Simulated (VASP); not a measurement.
Here is a VASP 6.6.1 calculation.

File INCAR:

```
SYSTEM = GaGe3
  ALGO = Normal
  EDIFF = 1E-7
  ENCUT = 520
  GGA = PE
  ISIF = 2
  ISMEAR = -1
  LASPH = .TRUE.
  LCHARG = .TRUE.
  LELF = .TRUE.
  LREAL = .FALSE.
  LVHAR = .TRUE.
  LWAVE = .FALSE.
  NBANDS = 36
  NELM = 60
  PREC = Accurate
  SIGMA = 0.05
```

KPOINTS

```
k-points
0
G
  6 6 6
  0 0 0
```

Contents of POSCAR:

```
GaGe3
1.0
    4.3068010377      0.0000000000      0.0000000000
    0.0000000000      4.3068010377      0.0000000000
    0.0000000000      0.0000000000      4.3068010377
Ge Ga
3 1
Direct
    0.5000000000      0.5000000000      0.0000000000
    0.5000000000      0.0000000000      0.5000000000
    0.0000000000      0.5000000000      0.5000000000
    0.0000000000      0.0000000000      0.0000000000
```

Potentials or basis: VASP PAW PBE potentials, release 64 (Ge_d, Ga_d).

Command:

```console
$ cat potpaw_PBE.64/Ge_d/POTCAR potpaw_PBE.64/Ga_d/POTCAR > POTCAR
$ mpirun -np 1 vasp_std > vasp.out
```

(1) Estimate the pressure.

Answers

(1) -1.1 GPa.
